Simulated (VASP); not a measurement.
Runs of VASP 6.6.1 on Re. The structure is that of space group Pm-3m (No. 221), or close to it. The cells are those of the table. 

| task | cell | cutoff (eV) | gap on the mesh (eV) | pressure (GPa) | relaxed volume (Å³/atom) |
| --- | --- | --- | --- | --- | --- |
| single point | a = 2.561 Å, 1 atom | 520 | none | -1.0 | - |
| relaxation of cell and atoms | relaxed from a = 2.530 Å, 1 atom | 600 | none | 0.0 | 16.74 |
| relaxation of cell and atoms | relaxed from a = 2.561 Å, 1 atom | 600 | none | 0.0 | 16.74 |
| single point | a = 2.569 Å, 1 atom | 520 | none | -3.7 | - |
| single point | a = 2.552 Å, 1 atom | 520 | none | (a) | - |

Alike in all rows: level r2SCAN; potentials or basis VASP PAW PBE potentials, release 64 (Re); no spin polarisation; k mesh 10 × 10 × 10; smearing methfessel-paxton 0.05 eV.

Fill in the values left out.

(a) 1.9.

Caveats: the PAW data sets were made with another functional, which shifts forces and pressure a little; spin-orbit coupling is left out, which moves the levels of the heavy elements.

A k mesh can miss the band edges, and the runs leave out spin-orbit coupling on Re.

A gap of «none» marks levels without a gap at the run's occupations.
